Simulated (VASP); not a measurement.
# Ga27P26 (a cell with a defect) in VASP: single point with PBE

Aim: the single point of Ga27P26 (a cell with a defect) with PBE.

Program: VASP 6.6.1. These are calculated values, not measurements. Logs are shortened: lines on timing, memory, paths and dates and some standing lists are left out, and cuts for length are marked.

### Step 1. The cell of the first run

The cell holds a defect, 53 atoms: a = 11.562 Å, b = 11.562 Å, c = 11.562 Å, α = 60.00°, β = 60.00°, γ = 60.00°.

### Step 2. Single point, PBE, collinear spin

The input, INCAR:

```
  PREC = Accurate
  ENCUT = 400
  EDIFF = 1E-6
  ISMEAR = 0
  SIGMA = 0.05
  LREAL = Auto
  LASPH = T
  NELM = 200
  ALGO = Normal
  ISIF = 2
  LWAVE = F
  LCHARG = F
  ISPIN = 2
  MAGMOM = 0.05 0.05 0 0.2 0 0 0 0 0 0.2 0 0 0 0 0 0 0 0 0 0 0 0 0 0 0 0 0 0 0 0 0 0 0 0 0 0 0 0 0 0 0 0 0 0 0 0 0 0 0 0 0 0 0
  LORBIT = 11
  GGA = PE
  NBANDS = 276
  GGA_COMPAT = F
```

The input, KPOINTS:

```
Automatic mesh
0
Gamma
  1 1 1
```

The input, POSCAR:

```
Ga27P26
1.0
    0.0000000000      8.1757500000      8.1757500000
    8.1757500000      0.0000000000      8.1757500000
    8.1757500000      8.1757500000      0.0000000000
Ga P
27 26
Direct
   -0.0013075946      0.0151194860     -0.0017012238
    0.0158789550     -0.0008479241      0.3195514800
   -0.0003666377     -0.0000727955      0.6665638674
   -0.0019185975      0.3232912753     -0.0020255675
    0.0009946426      0.3332547870      0.3300704288
   -0.0008509317      0.3371999834      0.6596109386
    0.0001136965      0.6667185902      0.0000657348
    0.0009661823      0.6694254911      0.3297019101
   -0.0003862357      0.6673132585      0.6666296016
    0.3219157586     -0.0015587711      0.0146364633
    0.3370629435     -0.0006537560      0.3372731569
    0.3329569520      0.0013170712      0.6689478990
    0.3299518475      0.3334603608      0.0007260217
    0.3334595312      0.3335018518      0.3331791677
    0.3331536287      0.3300351034      0.6690832176
    0.3296223966      0.6694609029      0.0006634534
    0.3369656115      0.6600984565      0.3372664130
    0.3338105584      0.6660569353      0.6675045102
    0.6667514734     -0.0001397549     -0.0005050243
    0.6693886012      0.0012624778      0.3329371040
    0.6663704802      0.0004309419      0.6661118247
    0.6600070449      0.3371165290     -0.0011598565
    0.6693736274      0.3297155061      0.3332683897
    0.6658532054      0.3340739717      0.6657522460
    0.6668136515      0.6673670616     -0.0005456798
    0.6675881945      0.6659926276      0.3338836881
    0.6657826257      0.6677671225      0.6656657916
    0.0882470502      0.0837169586      0.4148397560
    0.0833006527      0.0882325071      0.7462636843
    0.0799912862      0.4120985529      0.0800784233
    0.0837612762      0.4201432298      0.4097681892
    0.0833128027      0.4153291043      0.7465305019
    0.0797819913      0.7614120950      0.0797804946
    0.0880238066      0.7469527495      0.4148795614
    0.0833898033      0.7500406198      0.7499501613
    0.4146663631      0.0836762034      0.0881744742
    0.4200966156      0.0838481768      0.4195874938
    0.4117421952      0.0801113483      0.7613049987
    0.4101499613      0.4200526833      0.0833960666
    0.4199810315      0.4102433633      0.4196444513
    0.4157495703      0.4159399008      0.7506952375
    0.4146917646      0.7469827454      0.0880409285
    0.4179476818      0.7488674210      0.4179095933
    0.4156554705      0.7511517798      0.7506278055
    0.7466401898      0.0880313655      0.0831052640
    0.7616811175      0.0798945778      0.4118887216
    0.7497398439      0.0837199286      0.7496824939
    0.7466351781      0.4153835241      0.0832831835
    0.7508931977      0.4158700757      0.4157004928
    0.7487012340      0.4181186120      0.7484772402
    0.7499622422      0.7500038330      0.0834320905
    0.7508525570      0.7510942703      0.4155916218
    0.7497431086      0.7501609007      0.7496902149
```

Potentials or basis: VASP PAW PBE potentials, release 64 (Ga_d, P).

On the command line:

```
cat potpaw_PBE.64/Ga_d/POTCAR potpaw_PBE.64/P/POTCAR > POTCAR
mpirun -np 1 vasp_gam > vasp.out
```

OUTCAR:

```text
PREC = Accurate
   ENCUT = 400
   EDIFF = 1E-6
   ISMEAR = 0
   LREAL = Auto
   LASPH = T
   NELM = 200
   ISIF = 2
   ISPIN = 2
   LORBIT = 11
   GGA = PE

 ion  position               nearest neighbor table
   1  0.999  0.015  0.998-  29 2.38  45 2.38  33 2.40
   2  0.016  0.999  0.320-  34 2.38  28 2.38  46 2.40
   3  1.000  1.000  0.667-  35 2.36  47 2.36  29 2.38  28 2.38
   4  0.998  0.323  0.998-  32 2.38  48 2.38  30 2.39
   5  0.001  0.333  0.330-  31 2.35  28 2.36  49 2.36  30 2.36
   6  0.999  0.337  0.660-  29 2.35  32 2.35  31 2.36  50 2.36
   7  0.000  0.667  0.000-  35 2.36  51 2.36  33 2.40  30 2.41
   8  0.001  0.669  0.330-  31 2.35  34 2.36  33 2.36  52 2.36
   9  1.000  0.667  0.667-  35 2.36  53 2.36  34 2.38  32 2.38
  10  0.322  0.998  0.015-  42 2.38  36 2.38  38 2.39
  11  0.337  0.999  0.337-  28 2.35  36 2.35  37 2.36  43 2.37
  12  0.333  0.001  0.669-  37 2.35  29 2.36  38 2.36  44 2.36
  13  0.330  0.333  0.001-  39 2.36  36 2.36  41 2.36  30 2.36
  14  0.333  0.334  0.333-  37 2.36  31 2.36  40 2.36  39 2.36
  15  0.333  0.330  0.669-  40 2.36  32 2.36  38 2.36  41 2.36
  16  0.330  0.669  0.001-  39 2.35  33 2.36  42 2.36  44 2.36
[... 35 lines left out ...]
  52  0.751  0.751  0.416-  26 2.36  27 2.36   8 2.36  20 2.36
  53  0.750  0.750  0.750-  25 2.36   9 2.36  21 2.36  27 2.36

  LATTYP: Found a face centered cubic cell.
 ALAT       =    16.3515000000

  Lattice vectors:

 A1 = (   0.0000000000,   8.1757500000,   8.1757500000)
 A2 = (   8.1757500000,   0.0000000000,   8.1757500000)
 A3 = (   8.1757500000,   8.1757500000,   0.0000000000)

Analysis of symmetry for initial positions (statically):
=====================================================================
 Subroutine PRICEL returns:
 Original cell was already a primitive cell.

 Routine SETGRP: Setting up the symmetry group for a
 face centered cubic supercell.

 Subroutine GETGRP returns: Found  1 space group operations
 (whereof  1 operations were pure point group operations)
 out of a pool of 48 trial point group operations.

The static configuration has the point symmetry C_1 .

Analysis of symmetry for dynamics (positions and initial velocities):
=====================================================================
 Subroutine PRICEL returns:
 Original cell was already a primitive cell.

 Routine SETGRP: Setting up the symmetry group for a
 face centered cubic supercell.

 Subroutine GETGRP returns: Found  1 space group operations
 (whereof  1 operations were pure point group operations)
 out of a pool of 48 trial point group operations.

The dynamic configuration has the point symmetry C_1 .

Analysis of structural, dynamic, and magnetic symmetry:
[... 233 lines left out ...]
  ---------------------------------------------------
  free energy    TOTEN  =      -225.71361178 eV

  energy without entropy =     -225.71236558  energy(sigma->0) =     -225.71298868

 E-fermi :   6.0386     XC(G=0):  -9.7104

 val. band max:        5.9501567633   @ k =   0.0000   0.0000   0.0000
 cond. band min:       6.1273882269   @ k =   0.0000   0.0000   0.0000
 fundamental gap:      0.1772314636
 Fermi energy:         6.0385793017

 spin component 1

 k-point     1 :       0.0000    0.0000    0.0000
  band No.  band energies     occupation
      1     -10.1736      1.00000
      2     -10.1715      1.00000
      3     -10.1703      1.00000
      4     -10.1668      1.00000
      5     -10.1665      1.00000
      6     -10.1639      1.00000
[... 244 lines left out ...]
    251       6.4535      0.00000
    252       6.4581      0.00000
 Fermi energy:         6.0385793017

 spin component 2

 k-point     1 :       0.0000    0.0000    0.0000
  band No.  band energies     occupation
      1     -10.1724      1.00000
      2     -10.1699      1.00000
      3     -10.1684      1.00000
      4     -10.1649      1.00000
      5     -10.1631      1.00000
      6     -10.1606      1.00000
[... 244 lines left out ...]
    251       6.4661      0.00000
    252       6.4692      0.00000
 [bands above 252 left out]

------------------------ aborting loop because EDIFF is reached ----------------------------------------

  FORCE on cell =-STRESS in cart. coord.  units (eV):
  Direction    XX          YY          ZZ          XY          YZ          ZX
  --------------------------------------------------------------------------------------
  -------------------------------------------------------------------------------------
  Total       19.9012449     22.8679114     19.8916445      0.0923846     -0.0019861      0.1480259
  in kB       29.1727938     33.5215645     29.1587207      0.1354246     -0.0029114      0.2169879
  external PRESSURE =      30.6176930 kB  Pullay stress =       0.0000000 kB

 VOLUME and BASIS-vectors are now :
 -----------------------------------------------------------------------------
  energy-cutoff  :      400.00
  volume of cell :     1092.98
      direct lattice vectors                 reciprocal lattice vectors
     0.000000000  8.175750000  8.175750000    -0.061156469  0.061156469  0.061156469
     8.175750000  0.000000000  8.175750000     0.061156469 -0.061156469  0.061156469
     8.175750000  8.175750000  0.000000000     0.061156469  0.061156469 -0.061156469

 POSITION                                       TOTAL-FORCE (eV/Angst)
 -----------------------------------------------------------------------------------
      8.28545     16.32690      8.28867         0.009785     -0.012972      0.009835
     10.78139      2.74240      8.29864         0.002057      0.014326      0.001543
     13.62481     13.62241     16.34791        -0.003736     -0.002106     -0.012625
     10.80234     16.31925     10.80321        -0.023206     -0.011542     -0.020951
      5.42318      2.70671      2.73274        -0.005004     -0.009950     -0.002589
      8.14968     13.56161     10.92566         0.010996     -0.001016     -0.005949
[... 45 lines left out ...]
      9.53853      9.53656     12.27954        -0.000540      0.000555      0.002114
     12.26241     12.25899     12.26284         0.000267     -0.010674      0.002737
 -----------------------------------------------------------------------------------
    total drift:                                0.003506      0.001503      0.003784

  FREE ENERGIE OF THE ION-ELECTRON SYSTEM (eV)
  ---------------------------------------------------
  free  energy   TOTEN  =      -225.7136117799 eV

  energy  without entropy=     -225.7123655807  energy(sigma->0) =     -225.71298868

 total charge

# of ion       s       p       d       tot
------------------------------------------
    1        0.908   0.707   9.981  11.597
    2        0.910   0.704   9.981  11.594
    3        0.839   0.848  10.014  11.701
    4        0.902   0.715   9.982  11.600
    5        0.826   0.877  10.017  11.720
    6        0.827   0.880  10.017  11.724
[... 45 lines left out ...]
   52        0.989   1.582   0.000   2.571
   53        0.990   1.581   0.000   2.571
--------------------------------------------------
tot         48.589  63.584 270.289 382.461

 magnetization (x)

# of ion       s       p       d       tot
------------------------------------------
    1        0.047   0.033   0.000   0.080
    2        0.048   0.031   0.001   0.080
    3       -0.001  -0.001   0.003   0.000
    4        0.037   0.028   0.001   0.066
    5       -0.000  -0.001   0.001  -0.000
    6        0.001   0.001   0.001   0.003
[... 45 lines left out ...]
   52       -0.000  -0.000   0.000  -0.000
   53       -0.000   0.001   0.000   0.001
--------------------------------------------------
tot          0.222   0.305   0.024   0.551
```

Run time: 32 min. Hardware: 1 thread of AMD EPYC, shared host; peak memory 1.3 GiB.

What came out:

- Free energy: -225.7136 eV
- Pressure: 3.1 GPa
- Largest force: 0.033 eV/Å
- Net moment: 0.99 μB per cell
- Site moments: Ga +0.08, +0.00, +0.07, -0.00, +0.02 (each value once); P +0.03, +0.00, +0.02, -0.00 (each value once) μB
- Valence electrons inside the program's atomic spheres: Ga 11.60, 11.59, 11.70, 11.72, 11.69 (each value once); P 2.56, 2.55, 2.57, 2.54 (each value once)

Forces in eV/Å, atoms in the order of the input:
```
Ga   0.010 -0.013  0.010
Ga   0.002  0.014  0.002
Ga  -0.004 -0.002 -0.013
Ga  -0.023 -0.012 -0.021
Ga  -0.005 -0.010 -0.003
Ga   0.011 -0.001 -0.006
Ga  -0.005 -0.010 -0.006
Ga   0.008 -0.005  0.007
Ga   0.008 -0.003  0.005
Ga   0.015  0.005 -0.008
Ga  -0.008  0.002 -0.003
Ga  -0.001  0.012 -0.007
Ga  -0.003 -0.005 -0.007
Ga   0.000 -0.004  0.004
Ga   0.007  0.011 -0.002
Ga   0.008  0.001  0.007
Ga   0.002 -0.003  0.006
Ga   0.010 -0.013 -0.010
Ga  -0.006 -0.001 -0.004
Ga  -0.010  0.009  0.003
Ga   0.001  0.020 -0.001
Ga  -0.002  0.005  0.008
Ga  -0.004  0.007  0.009
Ga  -0.010  0.010 -0.010
Ga   0.005 -0.002 -0.003
Ga  -0.011 -0.014  0.010
Ga   0.010  0.011  0.009
P    0.005 -0.011 -0.016
P    0.002  0.017 -0.001
P   -0.003  0.002  0.001
P    0.003  0.013 -0.007
P    0.000  0.012  0.005
P    0.016  0.003  0.017
P    0.006 -0.007 -0.012
P   -0.008  0.001  0.007
P   -0.011 -0.004  0.017
P    0.000 -0.014 -0.006
P    0.016 -0.009 -0.012
P   -0.004  0.010  0.002
P    0.002 -0.011 -0.002
P    0.001 -0.001 -0.003
P   -0.022  0.002  0.006
P    0.001  0.002  0.002
P    0.001  0.000  0.001
P    0.003  0.013  0.000
P   -0.021 -0.009  0.024
P   -0.002 -0.008 -0.001
P    0.005  0.007 -0.001
P   -0.002  0.000  0.003
P   -0.001 -0.008  0.001
P    0.008  0.002 -0.006
P   -0.001  0.001  0.002
P    0.000 -0.011  0.003
```

Caveat: the k points lie up to 0.67 Å⁻¹ apart.
